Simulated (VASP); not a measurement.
Wanted: the native input for a VASP 6.6.1 run.

* Task: single point
* Functional: PBE
* Potentials or basis: VASP PAW PBE potentials, release 64 (Hf_pv, N)
* Cutoff: 520 eV
* k mesh: 24 × 24 × 20
* Occupations: gaussian, width 0.1 eV
* Spin: no spin polarisation
* Dipole correction: no
* Further INCAR settings: ALGO = Normal; EDIFF = 1e-06; NBANDS = 14

The structure of HfN lies in POSCAR:

```
HfN
1.0
    3.1005536887      0.0000000000      0.0000000000
   -1.5502768444      2.6851582602      0.0000000000
    0.0000000000      0.0000000000      2.9107322272
Hf N
1 1
Direct
    0.0000000000      0.0000000000      0.0000000000
    0.6666666667      0.3333333333      0.5000000000
```

These files were run (other wordings do the same):

INCAR

```
SYSTEM = HfN
PREC = Accurate ; ENCUT = 520
EDIFF = 1E-6 ; ISMEAR = 0
SIGMA = 0.1 ; LREAL = .FALSE.
LASPH = .TRUE. ; NELM = 60
ALGO = Normal ; ISIF = 2
LWAVE = .FALSE. ; LCHARG = .FALSE.
GGA = PE ; NBANDS = 14
```

KPOINTS

```
regular mesh
0
G
  24 24 20
  0 0 0
```

Potentials or basis: VASP PAW PBE potentials, release 64 (Hf_pv, N).

Command:

```console
$ cat potpaw_PBE.64/Hf_pv/POTCAR potpaw_PBE.64/N/POTCAR > POTCAR
$ mpirun -np 1 vasp_std > vasp.out
```

Results of the run:

```
Pressure : -2.0 GPa
```

Run time: 84 s on 1 thread of Intel(R) Xeon(R) Platinum 8375C CPU @ 2.90GHz (Ice Lake), with other jobs on the host, peak memory 0.34 GiB.
